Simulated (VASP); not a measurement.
Wanted: the native input for a VASP 6.6.1 run.

* Task: single point
* Functional: PBE
* Dispersion: D3(BJ)
* Potentials or basis: VASP PAW PBE potentials, release 64 (C, H)
* Cutoff: 520 eV
* k mesh: 12 × 12 × 1
* Occupations: gaussian, width 0.1 eV
* Spin: no spin polarisation
* Dipole correction: yes
* Further INCAR settings: ALGO = Normal; EDIFF = 1e-06; NBANDS = 26; NELMDL = -8

The structure of HC8 lies in POSCAR:

```
HC8
1.0
    2.4652678656      0.0000000000      0.0000000000
   -1.2326339328      2.1349845987      0.0000000000
    0.0000000000      0.0000000000     46.3276891475
C H
8 1
Direct
    0.0000000000      0.0000000000      0.1834861472
    0.3333333334      0.6666666667      0.1834755878
    0.0000000000      0.0000000000      0.2569717592
    0.6666666667      0.3333333333      0.2569823185
    0.3011068161      0.6022136323      0.7024568911
   -0.0322192105     -0.0644384210      0.7023992233
   -0.0341173102     -0.0682346204      0.7717542296
    0.6325425074      0.2650850148      0.7659930345
    0.9659524383      0.9319048767      0.7970721259
```

One way to write it, as run:

INCAR

```
PREC = Accurate
ENCUT = 520
EDIFF = 1E-6
ISMEAR = 0
SIGMA = 0.1
LREAL = False
LASPH = True
NELM = 120
ALGO = Normal
ISIF = 2
LWAVE = False
LCHARG = True
LDIPOL = True
IDIPOL = 3
DIPOL = 0.5 0.5 0.513
GGA = PE
IVDW = 12
LELF = True
LVHAR = True
LVACPOTAV = True
NBANDS = 26
GGA_COMPAT = False
NELMDL = -8
```

KPOINTS

```
regular mesh
0
Gamma
  12 12 1
```

Potentials or basis: VASP PAW PBE potentials, release 64 (C, H).

The run is started by

```bash
$ cat potpaw_PBE.64/C/POTCAR potpaw_PBE.64/H/POTCAR > POTCAR
$ mpirun -np 1 vasp_std > vasp.out
```

Results of the run:

* Largest force: 0.047 eV/Å
* Band gap on the k mesh: zero (an odd number of electrons rules out a gap without spin polarisation)
* Dispersion energy per atom: -0.114 eV

Run time: 18 min on 1 thread of Intel(R) Xeon(R) 6975P-C (Granite Rapids), on a shared host, peak memory 0.44 GiB.
